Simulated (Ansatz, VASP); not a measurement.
One calculation of HfH2, two programs

Contents of INCAR:

```
  PREC = Accurate
  ENCUT = 600
  EDIFF = 1E-7
  ISMEAR = -1
  SIGMA = 0.15
  LREAL = False
  LASPH = True
  NELM = 100
  ALGO = Normal
  ISIF = 3
  LWAVE = False
  LCHARG = False
  GGA = PS
  IBRION = 2
  NSW = 80
  EDIFFG = -0.001
```

File KPOINTS:

```
Automatic mesh
0
Gamma
  16 16 16
```

POSCAR

```
HfH2
1.0
   -1.7321345129      1.7321345129      2.1188357845
    1.7321345129     -1.7321345129      2.1188357845
    1.7321345129      1.7321345129     -2.1188357845
Hf H
1 2
Direct
    0.0000000000      0.0000000000      0.0000000000
    0.7500000000      0.2500000000      0.5000000000
    0.2500000000      0.7500000000      0.5000000000
```

Input for Ansatz:

```yaml
crystal:
  lattice:
    - [-1.7321345129, 1.7321345129, 2.1188357845]
    - [1.7321345129, -1.7321345129, 2.1188357845]
    - [1.7321345129, 1.7321345129, -2.1188357845]
  atoms:
    - { symbol: Hf, position: [0.0, 0.0, 0.0] }
    - { symbol: H, position: [0.75, 0.25, 0.5] }
    - { symbol: H, position: [0.25, 0.75, 0.5] }
basis:
  ecutwfc: 420
kpoints:
  mp_grid: { grid: [16, 16, 16] }
hamiltonian:
  xc: pbesol
scf:
  occupations: { method: fermi_dirac, width: 0.15 }
output:
  forces: true
  stress: true
  eigenvalues: true
relax:
  adjacent_minimum: "off"
  f_tol: 0.001
  max_steps: 60
  cell: { stress_tol: 0.01 }
```

Alike in both runs: task relaxation of cell and atoms; functional PBEsol; k mesh 16 × 16 × 16; occupations fermi-dirac, width 0.15 eV; no spin polarisation.

|  | VASP | Ansatz |
| --- | --- | --- |
| version | VASP 6.6.1 | Ansatz 0.2.0 |
| potentials or method | VASP PAW PBE potentials, release 64 (Hf_pv, H), cutoff 600 eV | scalar-relativistic, plane waves, PAW |
| valence electrons in the cell | 12 | 28 |

|  | VASP | Ansatz | Ansatz less VASP |
| --- | --- | --- | --- |
| gap on the k mesh at the Fermi level, each at its own relaxed structure (eV) | none | none | - |
| relaxed volume (Å³/atom) | 8.46 | 8.49 | +0.031 |
| relaxed length of the cell vector where the two differ most in proportion (Å) | 3.239 | 3.243 | +0.0041 |

VASP's potentials were made for PBE, not for PBEsol. A gap of «none» marks a metal or a gap that the smearing closes. VASP's potentials hold 12 valence electrons a cell and Ansatz's 28, so a difference there can come from the potentials and not from the codes.

Spin-orbit coupling is off throughout.
